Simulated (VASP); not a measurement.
# Ta (P6_3/mmc) in VASP: a series of runs

The runs below take Ta through single point, with r2SCAN.

Everything below comes from runs of VASP 6.6.1. Logs are shortened: lines on timing, memory, paths and dates and some standing lists are left out, and cuts for length are marked.

## 1. The cell of the first run

The structure is hexagonal, space group P6_3/mmc (No. 194). Conventional cell: a = 4.620 Å, b = 4.620 Å, c = 4.715 Å, α = 90.00°, β = 90.00°, γ = 120.00°. Within 3.1 Å of Ta (site symmetry -6m2) lie 5 Ta at 2.36 to 2.67 Å. Ta (site symmetry -6m2) has 15 Ta at 2.67 to 3.56 Å within 3.6 Å.

This isn't the form of Ta at room conditions, which is bcc.

## 2. Single point, r2SCAN

Contents of POSCAR:

```
Ta
1.0
    4.6200224683      0.0000000000      0.0000000000
   -2.3100112341      4.0010568236      0.0000000000
    0.0000000000      0.0000000000      4.7152010731
Ta
4
Direct
    0.0000000000      0.0000000000      0.2500000000
    0.0000000000      0.0000000000      0.7500000000
    0.3333333333      0.6666666667      0.7500000000
    0.6666666667      0.3333333333      0.2500000000
```

Contents of INCAR.step1:

```
SYSTEM = Ta
ALGO = Normal
EDIFF = 1E-5
ENCUT = 550
GGA = PE
GGA_COMPAT = .False.
ISMEAR = 0
LASPH = .True.
LCHARG = .False.
LREAL = .False.
LWAVE = .True.
NBANDS = 34
NELM = 120
PREC = Accurate
SIGMA = 0.1
```

Contents of INCAR.step2:

```
SYSTEM = Ta
ALGO = Normal
EDIFF = 1E-6
ENCUT = 550
GGA_COMPAT = .False.
ISIF = 2
ISMEAR = 0
ISTART = 1
LASPH = .True.
LCHARG = .False.
LMIXTAU = .True.
LREAL = .False.
LWAVE = .False.
METAGGA = R2SCAN
NBANDS = 34
NELM = 120
PREC = Accurate
SIGMA = 0.1
```

Contents of KPOINTS:

```
k-points
0
Gamma
  6 6 2
  0 0 0
```

Potentials or basis: VASP PAW PBE potentials, release 64 (Ta_sv_GW).

The run is started by

```console
cat potpaw_PBE.64/Ta_sv_GW/POTCAR > POTCAR
cp INCAR.step1 INCAR
mpirun -np 1 vasp_std > vasp.out
cp INCAR.step2 INCAR
mpirun -np 1 vasp_std > vasp.out
```

OUTCAR:

```text
SYSTEM = Ta
   EDIFF = 1E-6
   ENCUT = 550
   ISIF = 2
   ISMEAR = 0
   ISTART = 1
   LASPH = .True.
   LREAL = .False.
   METAGGA = R2SCAN
   NELM = 120
   PREC = Accurate

 ion  position               nearest neighbor table
   1  0.000  0.000  0.250-   2 2.36   2 2.36   4 2.67   4 2.67   4 2.67
   2  0.000  0.000  0.750-   1 2.36   1 2.36   3 2.67   3 2.67   3 2.67
   3  0.333  0.667  0.750-   2 2.67   2 2.67   2 2.67
   4  0.667  0.333  0.250-   1 2.67   1 2.67   1 2.67

  LATTYP: Found a hexagonal cell.
 ALAT       =     4.6200224683
 C/A-ratio  =     1.0206013294

  Lattice vectors:

 A1 = (   4.6200224683,   0.0000000000,   0.0000000000)
 A2 = (  -2.3100112341,   4.0010568236,   0.0000000000)
 A3 = (   0.0000000000,   0.0000000000,   4.7152010731)

Analysis of symmetry for initial positions (statically):
=====================================================================
 Subroutine PRICEL returns:
 Original cell was already a primitive cell.

 Routine SETGRP: Setting up the symmetry group for a
 hexagonal supercell.

 Subroutine GETGRP returns: Found 24 space group operations
 (whereof 12 operations were pure point group operations)
 out of a pool of 24 trial point group operations.

The static configuration has the point symmetry D_3d.
 The point group associated with its full space group is D_6h.

Analysis of symmetry for dynamics (positions and initial velocities):
=====================================================================
 Subroutine PRICEL returns:
 Original cell was already a primitive cell.

 Routine SETGRP: Setting up the symmetry group for a
 hexagonal supercell.

 Subroutine GETGRP returns: Found 24 space group operations
 (whereof 12 operations were pure point group operations)
 out of a pool of 24 trial point group operations.

The dynamic configuration has the point symmetry D_3d.
 The point group associated with its full space group is D_6h.

 Subroutine INISYM returns: Found 24 space group operations
 (whereof 12 operations are pure point group operations),
 and found     1 'primitive' translations

----------------------------------------------------------------------------------------

                                     Primitive cell

  volume of cell :      87.1604

  direct lattice vectors                    reciprocal lattice vectors
     4.620022468  0.000000000  0.000000000     0.216449164  0.124966983  0.000000000
    -2.310011234  4.001056824  0.000000000     0.000000000  0.249933966  0.000000000
     0.000000000  0.000000000  4.715201073     0.000000000  0.000000000  0.212080033

  length of vectors
     4.620022468  4.620022468  4.715201073     0.249933966  0.249933966  0.212080033

  position of ions in fractional coordinates (direct lattice)
     0.000000000  0.000000000  0.250000000
     0.000000000  0.000000000  0.750000000
     0.333333333  0.666666667  0.750000000
     0.666666667  0.333333333  0.250000000

  ion indices of the primitive-cell ions
   primitive index   ion index
                 1           1
                 2           2
                 3           3
                 4           4

----------------------------------------------------------------------------------------

 KPOINTS: k-points

Automatic generation of k-mesh.
 Grid dimensions read from file:
 generate k-points for:    6    6    2

 Generating k-lattice:

  Cartesian coordinates                     Fractional coordinates (reciprocal lattice)
     0.036074861  0.020827830  0.000000000     0.166666667  0.000000000  0.000000000
     0.000000000  0.041655661  0.000000000     0.000000000  0.166666667  0.000000000
     0.000000000  0.000000000  0.106040017     0.000000000  0.000000000  0.500000000

  Length of vectors
     0.041655661  0.041655661  0.106040017

  Shift w.r.t. Gamma in fractional coordinates (k-lattice)
     0.000000000  0.000000000  0.000000000

 Subroutine IBZKPT returns following result:
 ===========================================

 Found     14 irreducible k-points:

 Following reciprocal coordinates:
            Coordinates               Weight
  0.000000  0.000000  0.000000      1.000000
  0.166667 -0.000000  0.000000      6.000000
  0.333333 -0.000000  0.000000      6.000000
  0.500000 -0.000000  0.000000      3.000000
  0.166667  0.166667  0.000000      6.000000
  0.333333  0.166667  0.000000     12.000000
  0.333333  0.333333  0.000000      2.000000
  0.000000  0.000000  0.500000      1.000000
  0.166667 -0.000000  0.500000      6.000000
  0.333333 -0.000000  0.500000      6.000000
  0.500000 -0.000000  0.500000      3.000000
  0.166667  0.166667  0.500000      6.000000
  0.333333  0.166667  0.500000     12.000000
  0.333333  0.333333  0.500000      2.000000
   k-points           NKPTS =     14   k-points in BZ     NKDIM =     14   number of bands    NBANDS=     34
   number of dos      NEDOS =    301   number of ions     NIONS =      4
   total plane-waves  NPLWV =  46656
   dimension x,y,z NGX =    36 NGY =   36 NGZ =   36
   dimension x,y,z NGXF=    72 NGYF=   72 NGZF=   72
   ions per type =               4
   NGX,Y,Z   is equivalent  to a cutoff of  12.95, 12.95, 12.69 a.u.
   NGXF,Y,Z  is equivalent  to a cutoff of  25.91, 25.91, 25.39 a.u.
 SYSTEM =  Ta
   PREC   = accura    normal or accurate (medium, high low for compatibility)
   ISTART =      1    job   : 0-new  1-cont  2-samecut
   ICHARG =      0    charge: 1-file 2-atom 10-const
   ISPIN  =      1    spin polarized calculation?
   LNONCOLLINEAR =      F non collinear calculations
   LSORBIT =      F    spin-orbit coupling
   LASPH  =      T    aspherical Exc in radial PAW
   ENCUT  =  550.0 eV  40.42 Ry    6.36 a.u.   8.83  8.83  9.02*2*pi/ulx,y,z
   NELM   =    120;   NELMIN=  2; NELMDL=  0     # of ELM steps
   EDIFF  = 0.1E-05   stopping-criterion for ELM
   LREAL  =      F    real-space projection
   EDIFFG = 0.1E-04   stopping-criterion for IOM
   NSW    =      0    number of steps for IOM
   IBRION =     -1    ionic relax: 0-MD 1-quasi-New 2-CG
   NFREE  =      0    steps in history (QN), initial steepest desc. (CG)
   ISIF   =      2    stress and relaxation
   ISYM   =      2    0-nonsym 1-usesym 2-fastsym
   POTIM  = 0.5000    time-step for ionic-motion
   TEBEG  =    0.0;   TEEND  =   0.0 temperature during run
   PSTRESS=    0.0 pullay stress
   NELECT =      52.0000    total number of electrons
   NUPDOWN=      -1.0000    fix difference up-down
   EMIN   =  10.00;   EMAX   =-10.00  energy-range for DOS
   EFERMI =   0.00;   METHOD = LEGACY
   ISMEAR =     0;   SIGMA  =   0.10  broadening in eV -4-tet -1-fermi 0-gaus
   EFERMI_NEDOS =   21; number of points for ismear=-14 and -15
   IALGO  =     38    algorithm
   IMIX   =      4    mixing-type and parameters
     AMIX     =   0.40;   BMIX     =  1.00
     AMIX_MAG =   1.60;   BMIX_MAG =  1.00
  volume/ion in A,a.u.               =      21.79       147.05
  Fermi-wavevector in a.u.,A,eV,Ry     =   1.378170  2.604365 25.842278  1.899354
  Thomas-Fermi vector in A             =   2.503257
   LORBIT       =      0    0 simple, 1 ext, 2 COOP (PROOUT), +10 PAW based schemes
   METAGGA = R2SCAN    functional components
   LHFCALC =     F    Hartree Fock is set to
   AEXX    =    0.0000 exact exchange contribution
   IVDW    =     0    specifies the selected vdW correction
   LEPSILON=     F    determine dielectric tensor
   LRPA    =     F    only Hartree local field effects (RPA)
 non-spin polarized calculation
 Gauss-broadening in eV      SIGMA  =   0.10
  energy-cutoff  :      550.00
  volume of cell :       87.16
 maximum number of plane-waves:      2574
 NGX is ok and might be reduce to    36
   NGX = 17   NGY = 17   NGZ = 19

 number of electron      52.0000008 magnetization

 Free energy of the ion-electron system (eV)
  ---------------------------------------------------
  ext. energy  EPLUGINS =         0.00000000
  ---------------------------------------------------
  free energy    TOTEN  =      -197.23601794 eV

  energy without entropy =     -197.21907226  energy(sigma->0) =     -197.22754510

 E-fermi :   8.2290     XC(G=0): -12.6963

 val. band max:        8.1949982789   @ k =   0.1667   0.1667   0.0000
 cond. band min:       8.3171972642   @ k =   0.3333   0.1667   0.0000
 fundamental gap:      0.1221989853
 Fermi energy:         8.2289541237

 k-point     1 :       0.0000    0.0000    0.0000
  band No.  band energies     occupation
      1     -61.8796      2.00000
      2     -61.8661      2.00000
      3     -61.1260      2.00000
      4     -60.6475      2.00000
      5     -29.2191      2.00000
      6     -27.7907      2.00000
[... 26 lines left out ...]
     33      10.6780      0.00000
     34      11.7664      0.00000

 k-point     2 :       0.1667   -0.0000    0.0000
  band No.  band energies     occupation
      1     -61.8766      2.00000
      2     -61.8652      2.00000
      3     -61.1289      2.00000
      4     -60.6491      2.00000
      5     -29.2145      2.00000
      6     -27.8093      2.00000
[... 26 lines left out ...]
     33      11.6885      0.00000
     34      11.9498      0.00000

 k-point     3 :       0.3333   -0.0000    0.0000
  band No.  band energies     occupation
      1     -61.8700      2.00000
      2     -61.8638      2.00000
      3     -61.1348      2.00000
      4     -60.6524      2.00000
      5     -29.2053      2.00000
      6     -27.8685      2.00000
[... 26 lines left out ...]
     33      12.1830      0.00000
     34      12.6815      0.00000

 k-point     4 :       0.5000   -0.0000    0.0000
  band No.  band energies     occupation
      1     -61.8659      2.00000
      2     -61.8639      2.00000
      3     -61.1378      2.00000
      4     -60.6540      2.00000
      5     -29.2007      2.00000
      6     -27.8935      2.00000
[... 26 lines left out ...]
     33      12.6476      0.00000
     34      13.0039      0.00000

 k-point     5 :       0.1667    0.1667    0.0000
  band No.  band energies     occupation
      1     -61.8718      2.00000
      2     -61.8640      2.00000
      3     -61.1333      2.00000
      4     -60.6516      2.00000
      5     -29.2076      2.00000
      6     -27.8366      2.00000
[... 26 lines left out ...]
     33      11.7079      0.00000
     34      12.4041      0.00000

 k-point     6 :       0.3333    0.1667    0.0000
  band No.  band energies     occupation
      1     -61.8664      2.00000
      2     -61.8634      2.00000
      3     -61.1378      2.00000
      4     -60.6540      2.00000
      5     -29.2007      2.00000
      6     -27.8692      2.00000
[... 26 lines left out ...]
     33      11.7521      0.00000
     34      12.2495      0.00000

 k-point     7 :       0.3333    0.3333    0.0000
  band No.  band energies     occupation
      1     -61.8639      2.00000
      2     -61.8639      2.00000
      3     -61.1393      2.00000
      4     -60.6548      2.00000
      5     -29.1984      2.00000
      6     -27.8297      2.00000
[... 26 lines left out ...]
     33      11.3305      0.00000
     34      11.3770      0.00000

 k-point     8 :       0.0000    0.0000    0.5000
  band No.  band energies     occupation
      1     -61.8721      2.00000
      2     -61.8721      2.00000
      3     -60.8911      2.00000
      4     -60.8911      2.00000
      5     -27.8141      2.00000
      6     -27.8141      2.00000
[... 26 lines left out ...]
     33      11.0929      0.00000
     34      11.0929      0.00000

 k-point     9 :       0.1667   -0.0000    0.5000
  band No.  band energies     occupation
      1     -61.8703      2.00000
      2     -61.8703      2.00000
      3     -60.8932      2.00000
      4     -60.8932      2.00000
      5     -27.8080      2.00000
      6     -27.8080      2.00000
[... 26 lines left out ...]
     33      11.0599      0.00000
     34      11.0599      0.00000

 k-point    10 :       0.3333   -0.0000    0.5000
  band No.  band energies     occupation
      1     -61.8666      2.00000
      2     -61.8666      2.00000
      3     -60.8974      2.00000
      4     -60.8974      2.00000
      5     -27.7964      2.00000
      6     -27.7964      2.00000
[... 26 lines left out ...]
     33      11.4519      0.00000
     34      11.4519      0.00000

 k-point    11 :       0.5000   -0.0000    0.5000
  band No.  band energies     occupation
      1     -61.8648      2.00000
      2     -61.8648      2.00000
      3     -60.8996      2.00000
      4     -60.8996      2.00000
      5     -27.7904      2.00000
      6     -27.7904      2.00000
[... 26 lines left out ...]
     33      11.6240      0.00000
     34      11.6278      0.00000

 k-point    12 :       0.1667    0.1667    0.5000
  band No.  band energies     occupation
      1     -61.8676      2.00000
      2     -61.8676      2.00000
      3     -60.8964      2.00000
      4     -60.8964      2.00000
      5     -27.8118      2.00000
      6     -27.8118      2.00000
[... 26 lines left out ...]
     33      11.4557      0.00000
     34      11.4557      0.00000

 k-point    13 :       0.3333    0.1667    0.5000
  band No.  band energies     occupation
      1     -61.8648      2.00000
      2     -61.8648      2.00000
      3     -60.8996      2.00000
      4     -60.8996      2.00000
      5     -27.8337      2.00000
      6     -27.8337      2.00000
[... 26 lines left out ...]
     33      11.7267      0.00000
     34      11.7267      0.00000

 k-point    14 :       0.3333    0.3333    0.5000
  band No.  band energies     occupation
      1     -61.8639      2.00000
      2     -61.8639      2.00000
      3     -60.9007      2.00000
      4     -60.9007      2.00000
      5     -27.8592      2.00000
      6     -27.8592      2.00000
[... 26 lines left out ...]
     33      12.0234      0.00000
     34      12.0251      0.00000

------------------------ aborting loop because EDIFF is reached ----------------------------------------

  FORCE on cell =-STRESS in cart. coord.  units (eV):
  Direction    XX          YY          ZZ          XY          YZ          ZX
  --------------------------------------------------------------------------------------
  -------------------------------------------------------------------------------------
  Total       -0.3604267     -0.3604267     -0.2615644     -0.0000000      0.0000000      0.0000000
  in kB       -6.6253453     -6.6253453     -4.8080634     -0.0000000      0.0000000      0.0000000
  external PRESSURE =      -6.0195847 kB  Pullay stress =       0.0000000 kB

 VOLUME and BASIS-vectors are now :
 -----------------------------------------------------------------------------
  energy-cutoff  :      550.00
  volume of cell :       87.16
      direct lattice vectors                 reciprocal lattice vectors
     4.620022468  0.000000000  0.000000000     0.216449164  0.124966983  0.000000000
    -2.310011234  4.001056824  0.000000000     0.000000000  0.249933966  0.000000000
     0.000000000  0.000000000  4.715201073     0.000000000  0.000000000  0.212080033

 POSITION                                       TOTAL-FORCE (eV/Angst)
 -----------------------------------------------------------------------------------
      0.00000      0.00000      1.17880         0.000000     -0.000000     -0.000000
      0.00000      0.00000      3.53640         0.000000      0.000000     -0.000000
     -0.00000      2.66737      3.53640         0.000000     -0.000000     -0.000000
      2.31001      1.33369      1.17880        -0.000000      0.000000      0.000000
 -----------------------------------------------------------------------------------
    total drift:                               -0.000000      0.000000     -0.000000

  FREE ENERGIE OF THE ION-ELECTRON SYSTEM (eV)
  ---------------------------------------------------
  free  energy   TOTEN  =      -197.2360179357 eV

  energy  without entropy=     -197.2190722620  energy(sigma->0) =     -197.22754510
```

Wall time 100 s (1 thread of Intel Xeon 6975P-C (Granite Rapids), shared host); peak memory 0.23 GiB.

What came out:

```yaml
Free_energy: -197.2360 eV
Pressure: -0.6 GPa
Band_gap_on_the_k_mesh: zero (bands 26 and 27 overlap by 0.47 eV)
```

Caveat: the k points lie up to 0.67 Å⁻¹ apart; the PAW data sets were made with another functional, which shifts forces and pressure a little; spin-orbit coupling is left out, which moves the levels of the heavy elements.

[end of part 1 of 2]

The gap in the log of VASP goes by the Fermi energy; the results here count the filled bands.